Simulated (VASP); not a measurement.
Here is a VASP 6.6.1 calculation.

The input INCAR:

```
SYSTEM = SiGe3
ALGO = Normal
EDIFF = 1E-7
EDIFFG = -0.005
ENCUT = 600
GGA = PE
IBRION = 2
ISIF = 3
ISMEAR = -1
LASPH = .TRUE.
LCHARG = .FALSE.
LREAL = .FALSE.
LWAVE = .FALSE.
NELM = 100
NSW = 80
PREC = Accurate
SIGMA = 0.02
```

KPOINTS

```
k-points
0
G
  6 6 4
  0 0 0
```

POSCAR

```
SiGe3
1.0
    3.8456988962      0.0000000000      0.0000000000
    0.0000000000      3.8456988962      0.0000000000
    0.0000000000      0.0000000000      5.4386395358
Si Ge
1 3
Direct
    0.0000000000      0.0000000000      0.0000000000
    0.0000000000      0.5000000000      0.2500000000
    0.5000000000      0.5000000000      0.5000000000
    0.5000000000      0.0000000000      0.7500000000
```

Potentials or basis: VASP PAW PBE potentials, release 64 (Si, Ge_d).

Command:

```sh
$ cat potpaw_PBE.64/Si/POTCAR potpaw_PBE.64/Ge_d/POTCAR > POTCAR
$ mpirun -np 1 vasp_std > vasp.out
```

Task: Estimate the relaxed cell.

Result: a = 4.017 Å, b = 4.017 Å, c = 5.658 Å, α = 90.00°, β = 90.00°, γ = 90.00°.

Task: Predict the space group after relaxing (to 0.05 Å).

Result: P-4m2 (No. 115).

The path:
```tsv
step	energy change (eV)	largest force (eV/Å)	pressure (GPa)	volume (Å³)
1	0.0000	0.6578	11.54	80.43
2	-0.2724	0.0507	-3.99	98.51
3	-0.3669	0.2133	-0.15	91.56
4	-0.3668	0.2199	0.02	91.33
5	-0.3698	0.0866	0.08	91.20
6	-0.3703	0.0044	0.15	91.12
7	-0.3704	0.0017	-0.07	91.41
8	-0.3704	0.0007	-0.03	91.35
9	-0.3704	0.0010	0.00	91.32
```
